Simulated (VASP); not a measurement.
## AlN: single point with PBE

The system is AlN.

```
Al N
1.0
     1.65606    2.86838   -4.18756
     1.65606    2.86838    4.18756
     4.96817   -2.86838    0.00000
Al N
8 8
Cartesian
  6.6242 1.9123 -1.0469
  3.3121 1.9123 3.1407
  4.9682 -0.9561 -1.0469
  3.3121 1.9123 -1.0469
  1.6561 0.9561 1.0469
  4.9682 0.9561 1.0469
  3.3121 3.8245 1.0469
  4.9682 0.9561 -3.1407
  4.9682 -0.9561 1.0469
  3.3121 1.9123 1.0469
  6.6242 1.9123 1.0469
  3.3121 1.9123 -3.1407
  3.3121 3.8245 -1.0469
  4.9682 0.9561 3.1407
  1.6561 0.9561 -1.0469
  4.9682 0.9561 -1.0469
```

* Program: VASP 6.6.1
* Task: single point
* Functional: PBE
* Potentials or basis: VASP PAW PBE potentials, release 64 (Al, N)
* Cutoff: 520 eV
* k mesh: 2 × 2 × 2, shifted
* Occupations: gaussian, width 0.1 eV
* Spin: no spin polarisation
* Dipole correction: no
* Further INCAR settings: LREAL = Auto; ALGO = Normal; EDIFF = 1e-06; NBANDS = 46; ISYM = 0

The pressure is 0.1 GPa, the largest force is 0.008 eV/Å and the band gap on the k mesh is 5.42 eV.

Forces in eV/Å, atoms in the order of the input:
```
Al  -0.007  0.004  0.000
Al  -0.007  0.004  0.000
Al  -0.007  0.004  0.000
Al  -0.007  0.004  0.000
Al   0.007 -0.004  0.000
Al   0.007 -0.004  0.000
Al   0.007 -0.004  0.000
Al   0.007 -0.004  0.000
N   -0.004  0.002  0.000
N   -0.004  0.002  0.000
N   -0.004  0.002  0.000
N   -0.004  0.002  0.000
N    0.004 -0.002  0.000
N    0.004 -0.002  0.000
N    0.004 -0.002  0.000
N    0.004 -0.002  0.000
```

Stress tensor (GPa, compression positive):
```
-0.19  0.30  0.00
 0.30  0.15  0.00
 0.00  0.00  0.43
```

Levels at points of the mesh, in eV from the valence-band top:
```tsv
k point	band 29	band 30	band 31	band 32	band 33	band 34	band 35	band 36
(0.25, 0.25, 0.25)	-0.54	-0.20	-0.14	-0.14	5.65	6.28	6.28	6.61
```

Wall time 24 s on 1 thread of Intel(R) Xeon(R) 6975P-C (Granite Rapids), on a shared host, peak memory 0.25 GiB.

Caveat: the k points lie up to 0.60 Å⁻¹ apart. PBE gaps usually lie below the measured ones, often by a third to a half.
